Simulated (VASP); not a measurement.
# Mo (Im-3m) in VASP: further runs, part 2 of 2

VASP 6.6.1.

**3. Single point, PBE (strain +0.040 along x and y, +0.040 along z)**

The input, INCAR:

```
SYSTEM = Mo
PREC = Accurate
ENCUT = 520
EDIFF = 1E-7
ISMEAR = 0
SIGMA = 0.15
LREAL = .FALSE.
LASPH = .TRUE.
NELM = 100
ALGO = Normal
ISIF = 2
LWAVE = .FALSE.
LCHARG = .TRUE.
GGA = PE
LELF = .TRUE.
LVHAR = .TRUE.
NBANDS = 13
```

The input, KPOINTS:

```
regular mesh
0
G
  22 22 22
  0 0 0
```

The input, POSCAR:

```
Mo
1.0
   -1.6338400000      1.6338400000      1.6338400000
    1.6338400000     -1.6338400000      1.6338400000
    1.6338400000      1.6338400000     -1.6338400000
Mo
1
Direct
    0.0000000000      0.0000000000      0.0000000000
```

Potentials or basis: VASP PAW PBE potentials, release 64 (Mo_sv).

Command:

```console
> cat potpaw_PBE.64/Mo_sv/POTCAR > POTCAR
> mpirun -np 1 vasp_std > vasp.out
```

OUTCAR:

```text
SYSTEM = Mo
   PREC = Accurate
   ENCUT = 520
   EDIFF = 1E-7
   ISMEAR = 0
   LREAL = .FALSE.
   LASPH = .TRUE.
   NELM = 100
   ISIF = 2
   GGA = PE

 ion  position               nearest neighbor table
   1  0.000  0.000  0.000-

  LATTYP: Found a body centered cubic cell.
 ALAT       =     3.2676800000

  Lattice vectors:

 A1 = (  -1.6338400000,   1.6338400000,   1.6338400000)
 A2 = (   1.6338400000,  -1.6338400000,   1.6338400000)
 A3 = (   1.6338400000,   1.6338400000,  -1.6338400000)

Analysis of symmetry for initial positions (statically):
=====================================================================
 Subroutine PRICEL returns:
 Original cell was already a primitive cell.

 Routine SETGRP: Setting up the symmetry group for a
 body centered cubic supercell.

 Subroutine GETGRP returns: Found 48 space group operations
 (whereof 48 operations were pure point group operations)
 out of a pool of 48 trial point group operations.

The static configuration has the point symmetry O_h .

Analysis of symmetry for dynamics (positions and initial velocities):
=====================================================================
 Subroutine PRICEL returns:
 Original cell was already a primitive cell.

 Routine SETGRP: Setting up the symmetry group for a
 body centered cubic supercell.

 Subroutine GETGRP returns: Found 48 space group operations
 (whereof 48 operations were pure point group operations)
 out of a pool of 48 trial point group operations.

The dynamic configuration has the point symmetry O_h .

 Subroutine INISYM returns: Found 48 space group operations
 (whereof 48 operations are pure point group operations),
 and found     1 'primitive' translations

----------------------------------------------------------------------------------------

                                     Primitive cell

  volume of cell :      17.4457

  direct lattice vectors                    reciprocal lattice vectors
    -1.633840000  1.633840000  1.633840000     0.000000000  0.306027518  0.306027518
     1.633840000 -1.633840000  1.633840000     0.306027518  0.000000000  0.306027518
     1.633840000  1.633840000 -1.633840000     0.306027518  0.306027518  0.000000000

  length of vectors
     2.829893891  2.829893891  2.829893891     0.432788266  0.432788266  0.432788266

  position of ions in fractional coordinates (direct lattice)
     0.000000000  0.000000000  0.000000000

  ion indices of the primitive-cell ions
   primitive index   ion index
                 1           1

----------------------------------------------------------------------------------------

 KPOINTS: regular mesh

Automatic generation of k-mesh.
 Grid dimensions read from file:
 generate k-points for:   22   22   22

 Generating k-lattice:

  Cartesian coordinates                     Fractional coordinates (reciprocal lattice)
     0.000000000  0.013910342  0.013910342     0.045454545  0.000000000  0.000000000
     0.013910342  0.000000000  0.013910342     0.000000000  0.045454545  0.000000000
     0.013910342  0.013910342  0.000000000     0.000000000  0.000000000  0.045454545

  Length of vectors
     0.019672194  0.019672194  0.019672194

  Shift w.r.t. Gamma in fractional coordinates (k-lattice)
     0.000000000  0.000000000  0.000000000

 Subroutine IBZKPT returns following result:
 ===========================================

 Found    328 irreducible k-points:

 Following reciprocal coordinates:
            Coordinates               Weight
  0.000000  0.000000  0.000000      1.000000
  0.045455  0.000000  0.000000     12.000000
  0.090909  0.000000  0.000000     12.000000
  0.136364  0.000000  0.000000     12.000000
  0.181818  0.000000  0.000000     12.000000
  0.227273  0.000000  0.000000     12.000000
[... 16 lines left out ...]
  0.090909  0.090909  0.000000     24.000000
  0.136364  0.090909 -0.000000     48.000000
 [... further k-points ...]
   k-points           NKPTS =    328   k-points in BZ     NKDIM =    328   number of bands    NBANDS=     13
   number of dos      NEDOS =    301   number of ions     NIONS =      1
   total plane-waves  NPLWV =  13824
   dimension x,y,z NGX =    24 NGY =   24 NGZ =   24
   dimension x,y,z NGXF=    48 NGYF=   48 NGZF=   48
   ions per type =               1
   NGX,Y,Z   is equivalent  to a cutoff of  14.10, 14.10, 14.10 a.u.
   NGXF,Y,Z  is equivalent  to a cutoff of  28.20, 28.20, 28.20 a.u.
 SYSTEM =  Mo
   PREC   = accura    normal or accurate (medium, high low for compatibility)
   ISTART =      0    job   : 0-new  1-cont  2-samecut
   ICHARG =      2    charge: 1-file 2-atom 10-const
   ISPIN  =      1    spin polarized calculation?
   LNONCOLLINEAR =      F non collinear calculations
   LSORBIT =      F    spin-orbit coupling
   LASPH  =      T    aspherical Exc in radial PAW
   ENCUT  =  520.0 eV  38.22 Ry    6.18 a.u.   5.26  5.26  5.26*2*pi/ulx,y,z
   NELM   =    100;   NELMIN=  2; NELMDL= -5     # of ELM steps
   EDIFF  = 0.1E-06   stopping-criterion for ELM
   LREAL  =      F    real-space projection
   EDIFFG = 0.1E-05   stopping-criterion for IOM
   NSW    =      0    number of steps for IOM
   IBRION =     -1    ionic relax: 0-MD 1-quasi-New 2-CG
   NFREE  =      0    steps in history (QN), initial steepest desc. (CG)
   ISIF   =      2    stress and relaxation
   ISYM   =      2    0-nonsym 1-usesym 2-fastsym
   POTIM  = 0.5000    time-step for ionic-motion
   TEBEG  =    0.0;   TEEND  =   0.0 temperature during run
   PSTRESS=    0.0 pullay stress
   NELECT =      14.0000    total number of electrons
   NUPDOWN=      -1.0000    fix difference up-down
   EMIN   =  10.00;   EMAX   =-10.00  energy-range for DOS
   EFERMI =   0.00;   METHOD = LEGACY
   ISMEAR =     0;   SIGMA  =   0.15  broadening in eV -4-tet -1-fermi 0-gaus
   EFERMI_NEDOS =   21; number of points for ismear=-14 and -15
   IALGO  =     38    algorithm
   IMIX   =      4    mixing-type and parameters
     AMIX     =   0.40;   BMIX     =  1.00
     AMIX_MAG =   1.60;   BMIX_MAG =  1.00
  volume/ion in A,a.u.               =      17.45       117.73
  Fermi-wavevector in a.u.,A,eV,Ry     =   1.521323  2.874883 31.489630  2.314423
  Thomas-Fermi vector in A             =   2.630053
   LORBIT       =      0    0 simple, 1 ext, 2 COOP (PROOUT), +10 PAW based schemes
   GGA     = PE    functional components
   LHFCALC =     F    Hartree Fock is set to
   AEXX    =    0.0000 exact exchange contribution
   IVDW    =     0    specifies the selected vdW correction
   LEPSILON=     F    determine dielectric tensor
   LRPA    =     F    only Hartree local field effects (RPA)
 non-spin polarized calculation
 Gauss-broadening in eV      SIGMA  =   0.15
  energy-cutoff  :      520.00
  volume of cell :       17.45
 maximum number of plane-waves:       479
 NGX is ok and might be reduce to    24
   NGX = 11   NGY = 11   NGZ = 11

 number of electron      14.0000000 magnetization

 Free energy of the ion-electron system (eV)
  ---------------------------------------------------
  ext. energy  EPLUGINS =         0.00000000
  ---------------------------------------------------
  free energy    TOTEN  =       -10.82514665 eV

  energy without entropy =      -10.81725501  energy(sigma->0) =      -10.82120083

 E-fermi :  10.8831     XC(G=0): -12.7818

 val. band max:       10.8795678013   @ k =  -0.3636   0.4091   0.2727
 cond. band min:      10.8896508776   @ k =   0.4091   0.0909   0.0909
 fundamental gap:      0.0100830763
 Fermi energy:        10.8831226016

 k-point     1 :       0.0000    0.0000    0.0000
  band No.  band energies     occupation
      1     -50.3918      2.00000
      2     -23.8700      2.00000
      3     -23.8700      2.00000
      4     -23.8700      2.00000
      5       4.0604      2.00000
      6       9.7301      2.00000
      7       9.7301      2.00000
      8       9.7301      2.00000
      9      12.3669      0.00000
     10      12.3669      0.00000
     11      25.5423      0.00000
     12      25.5423      0.00000
     13      25.5423      0.00000
[... 353 lines left out ...]
 k-point    24 :       0.1364    0.0909   -0.0000
  band No.  band energies     occupation
      1     -50.3351      2.00000
      2     -24.2121      2.00000
      3     -23.9609      2.00000
      4     -23.8964      2.00000
      5       5.4309      2.00000
      6       9.1509      2.00000
      7       9.3222      2.00000
      8      11.1776      0.00550
      9      11.7154      0.00000
     10      12.5407      0.00000
     11      26.1477      0.00000
     12      26.5917      0.00000
     13      27.3754      0.00000

 [... further k-points ...]

------------------------ aborting loop because EDIFF is reached ----------------------------------------

  FORCE on cell =-STRESS in cart. coord.  units (eV):
  Direction    XX          YY          ZZ          XY          YZ          ZX
  --------------------------------------------------------------------------------------
  -------------------------------------------------------------------------------------
  Total       -2.2346423     -2.2346423     -2.2346423     -0.0000000     -0.0000000      0.0000000
  in kB     -205.2248911   -205.2248911   -205.2248911     -0.0000000     -0.0000000      0.0000000
  external PRESSURE =    -205.2248911 kB  Pullay stress =       0.0000000 kB

 VOLUME and BASIS-vectors are now :
 -----------------------------------------------------------------------------
  energy-cutoff  :      520.00
  volume of cell :       17.45
      direct lattice vectors                 reciprocal lattice vectors
    -1.633840000  1.633840000  1.633840000     0.000000000  0.306027518  0.306027518
     1.633840000 -1.633840000  1.633840000     0.306027518  0.000000000  0.306027518
     1.633840000  1.633840000 -1.633840000     0.306027518  0.306027518  0.000000000

 POSITION                                       TOTAL-FORCE (eV/Angst)
 -----------------------------------------------------------------------------------
      0.00000      0.00000      0.00000         0.000000     -0.000000     -0.000000
 -----------------------------------------------------------------------------------
    total drift:                                0.000000      0.000000     -0.000000

  FREE ENERGIE OF THE ION-ELECTRON SYSTEM (eV)
  ---------------------------------------------------
  free  energy   TOTEN  =       -10.8251466465 eV

  energy  without entropy=      -10.8172550133  energy(sigma->0) =      -10.82120083
```

OSZICAR:

```text
N       E                     dE             d eps       ncg     rms          rms(c)
DAV:   1     0.921207502830E+02    0.92121E+02   -0.79533E+03  8560   0.109E+03
DAV:   2    -0.103888050449E+02   -0.10251E+03   -0.98855E+02  9918   0.308E+02
DAV:   3    -0.115802913085E+02   -0.11915E+01   -0.11874E+01  9463   0.331E+01
DAV:   4    -0.115831853208E+02   -0.28940E-02   -0.28939E-02  9548   0.198E+00
DAV:   5    -0.115832056286E+02   -0.20308E-04   -0.20307E-04  9638   0.148E-01    0.115E+01
DAV:   6    -0.109043888695E+02    0.67882E+00   -0.90503E-01  8758   0.113E+01    0.260E+00
DAV:   7    -0.108286801991E+02    0.75709E-01   -0.13698E-01  9533   0.413E+00    0.114E+00
DAV:   8    -0.108250422018E+02    0.36380E-02   -0.47191E-03  8888   0.871E-01    0.218E-01
DAV:   9    -0.108251333994E+02   -0.91198E-04   -0.15543E-04  9908   0.154E-01    0.710E-02
DAV:  10    -0.108251466923E+02   -0.13293E-04   -0.15174E-05  8833   0.427E-02    0.742E-03
DAV:  11    -0.108251466465E+02    0.45824E-07   -0.28433E-07  9858   0.546E-03
   1 F= -.10825147E+02 E0= -.10821201E+02  d E =-.789163E-02
```

Run time: 47 s. Hardware: 1 thread of Intel Xeon 8259CL, shared host; peak memory 0.19 GiB.

What came out:

| Item | Value |
| --- | --- |
| Free energy | -10.8251 eV |
| Pressure | -20.5 GPa |
| Band gap on the k mesh | zero (bands 7 and 8 overlap by 4.56 eV) |

Caveat: the cell differs from its parent crystal (strain +0.040 along x and y, +0.040 along z); the cell stands under tension.

**4. Single point, PBE (strain +0.080 along x and y, +0.080 along z)**

The input, INCAR:

```
PREC     = Accurate       # precision mode
ENCUT    = 520            # plane-wave cutoff, eV
EDIFF    = 1E-7           # SCF threshold, eV
ISMEAR   = 0              # smearing method
SIGMA    = 0.15           # smearing width, eV
LREAL    = F              # projectors in reciprocal space
LASPH    = T              # aspherical terms in the spheres
NELM     = 100            # most SCF steps
ALGO     = Normal         # electronic algorithm
ISIF     = 2              # what is computed and relaxed
LWAVE    = F              # write WAVECAR
LCHARG   = F              # write CHGCAR
GGA      = PE             # functional
NBANDS   = 13             # bands
```

The input, KPOINTS:

```
regular mesh
0
Gamma
  22 22 22
```

The input, POSCAR:

```
Mo
1.0
   -1.6966800000      1.6966800000      1.6966800000
    1.6966800000     -1.6966800000      1.6966800000
    1.6966800000      1.6966800000     -1.6966800000
Mo
1
Direct
    0.0000000000      0.0000000000      0.0000000000
```

Command:

```console
> cat potpaw_PBE.64/Mo_sv/POTCAR > POTCAR
> mpirun -np 1 vasp_std > vasp.out
```

It took 67 s on 1 thread of Intel Xeon 8259CL, shared host; peak memory 0.2 GiB.

The run converged. Its results:

- Free energy: -10.4549 eV
- Pressure: -34.6 GPa
- Band gap on the k mesh: zero (bands 7 and 8 overlap by 3.86 eV)

Levels at points of the mesh, in eV from the Fermi level:
| k point | band 3 | band 4 | band 5 | band 6 | band 7 | band 8 | band 9 | band 10 | band 11 | band 12 |
| --- | --- | --- | --- | --- | --- | --- | --- | --- | --- | --- |
| (0.00, 0.00, 0.00) | -34.95 | -34.95 | -6.38 | -0.99 | -0.99 | -0.99 | 1.28 | 1.28 | 14.41 | 14.41 |
| (0.50, 0.00, 0.00) | -35.17 | -34.95 | -4.09 | -2.47 | 1.07 | 1.23 | 1.69 | 3.39 | 8.65 | 11.44 |
| (0.50, 0.50, 0.50) | -35.43 | -35.43 | -3.92 | -3.92 | 2.87 | 2.87 | 2.87 | 7.57 | 7.57 | 7.57 |

Caveat: the cell differs from its parent crystal (strain +0.080 along x and y, +0.080 along z); the cell stands under tension.

**5. Overview**

| cell | gap on the mesh (eV) | pressure (GPa) |
| --- | --- | --- |
| a = 2.612 Å, angles 109.5°, 1 atom | none | 49.5 |
| a = 2.830 Å, angles 109.5°, 1 atom | none | -20.5 |
| a = 2.939 Å, angles 109.5°, 1 atom | none | -34.6 |

Alike in all rows: task single point; level PBE; potentials or basis VASP PAW PBE potentials, release 64 (Mo_sv); no spin polarisation; k mesh 22 × 22 × 22; cutoff (eV) 520; smearing gaussian 0.15 eV.

Caveats: the cell stands under tension (at least some runs); the cell stands under pressure (at least some runs).

Absolute energies hang on the potentials; compare differences alone.
